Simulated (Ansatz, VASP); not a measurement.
# One calculation of BaTa3O2, two programs

```
CELL_PARAMETERS angstrom
2.91820 -6.52841 0.00000
2.91820 6.52841 0.00000
0.00000 0.00000 2.88678
ATOMIC_POSITIONS crystal
Ba 0.50000 0.50000 0.00000
Ta 0.19252 0.80748 0.00000
Ta 0.80748 0.19252 0.00000
Ta 0.00000 0.00000 0.50000
O 0.00000 0.50000 0.50000
O 0.50000 0.00000 0.50000
```

Change from the starting cell: species swapped into the CeGa2Cu3 type (Cmmm, No. 65).

Alike in both runs: functional PBE; k mesh 8 × 8 × 14; occupations gaussian, width 0.1 eV; no spin polarisation.

Ansatz relaxed the structure, and its values are those at the end. VASP's run is a single point on that final structure, the one shown.

```csv
,VASP,Ansatz
version,VASP 6.6.1,Ansatz 0.2.0
potentials or method,"VASP PAW PBE potentials, release 64 (Ba_sv, Ta_pv, O), cutoff 520 eV","scalar-relativistic, plane waves, PAW"
valence electrons in the cell,55,61
```

Ansatz gave:

| Property | Result |
| --- | --- |
| gap on the k mesh at the Fermi level (eV) | none |
| pressure (GPa) | 0.0 |
| rms of the force components (eV/Å) | 0.001 |

What did VASP give for the same quantities?

gap on the k mesh at the Fermi level (eV): none; pressure (GPa): 1.0; rms of the force components (eV/Å): 0.004.

A gap of «none» marks a metal or a gap that the smearing closes. With one functional, cell and mesh, what is left measures potentials, basis and numerics. VASP's potentials hold 55 valence electrons a cell and Ansatz's 61, so a difference there can come from the potentials and not from the codes.

Neither program's run includes spin-orbit coupling.
